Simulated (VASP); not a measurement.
Write the native input for VASP 6.6.1 that does the following.

| Quantity | Value |
| --- | --- |
| Task | single point |
| Functional | PBE |
| Potentials or basis | VASP PAW PBE potentials, release 64 (Pt) |
| Cutoff | 520 eV |
| k mesh | 18 × 18 × 10 |
| Occupations | gaussian, width 0.15 eV |
| Spin | no spin polarisation |
| Dipole correction | no |
| Further INCAR settings | ALGO = Normal; EDIFF = 1e-06; NBANDS = 17 |

The structure of Pt lies in POSCAR:

```
Pt
1.0
    2.6620000000      0.0000000000      0.0000000000
   -1.3310000000      2.3053596249      0.0000000000
    0.0000000000      0.0000000000      4.7216000000
Pt
2
Direct
    0.6666666667      0.3333333333      0.7500000000
    0.3333333333      0.6666666667      0.2500000000
```

These files were run (other wordings do the same):

INCAR

```
  ALGO = Normal
  EDIFF = 1E-6
  ENCUT = 520
  GGA = PE
  ISIF = 2
  ISMEAR = 0
  LASPH = T
  LCHARG = F
  LREAL = F
  LWAVE = F
  NBANDS = 17
  NELM = 60
  PREC = Accurate
  SIGMA = 0.15
```

KPOINTS

```
k-points
0
Gamma
  18 18 10
```

Potentials or basis: VASP PAW PBE potentials, release 64 (Pt).

Run with:

```console
$ cat potpaw_PBE.64/Pt/POTCAR > POTCAR
$ mpirun -np 1 vasp_std > vasp.out
```

It gave:

The pressure is 26.1 GPa. The band gap on the k mesh is zero (band 10 reaches 12.70 eV, above the bottom of band 11 at 11.16 eV).

Caveat: spin-orbit coupling is left out, which moves the levels of the heavy elements.

It took 77 s on 1 thread of Intel(R) Xeon(R) Platinum 8259CL CPU @ 2.50GHz (Skylake/Cascade Lake), on a shared host, peak memory 0.21 GiB.
